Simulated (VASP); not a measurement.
A run of VASP 6.6.1:

Contents of INCAR:

```
ALGO = Normal
EDIFF = 1E-6
EDIFFG = -0.005
ENCUT = 600
GGA = PS
IBRION = 2
ISIF = 3
ISMEAR = 0
LASPH = T
LCHARG = F
LREAL = F
LWAVE = F
NELM = 60
NSW = 100
PREC = Accurate
SIGMA = 0.1
```

File KPOINTS:

```
k-points
0
Gamma
  8 8 8
```

POSCAR

```
TiSb2
1.0
   -3.3300000000      3.3300000000      2.9090000000
    3.3300000000     -3.3300000000      2.9090000000
    3.3300000000      3.3300000000     -2.9090000000
Ti Sb
2 4
Direct
    0.2500000000      0.2500000000      0.0000000000
    0.7500000000      0.7500000000      0.0000000000
    0.6515600000      0.1515600000      0.8031200000
    0.1515600000      0.3484400000      0.5000000000
    0.3484400000      0.8484400000      0.1968800000
    0.8484400000      0.6515600000      0.5000000000
```

Potentials or basis: VASP PAW PBE potentials, release 64 (Ti_sv, Sb).

The run is started by

```sh
$ cat potpaw_PBE.64/Ti_sv/POTCAR potpaw_PBE.64/Sb/POTCAR > POTCAR
$ mpirun -np 1 vasp_std > vasp.out
```

Hardware: 1 thread of Oxide Virtual Turin-like Processor (shared host).

Question: Estimate the wall time of this run.

Answer: Run time: 29 min on 1 thread of Oxide Virtual Turin-like Processor, on a shared host, peak memory 0.45 GiB. Counts: scf iterations 55, k points 59, ion steps 7.
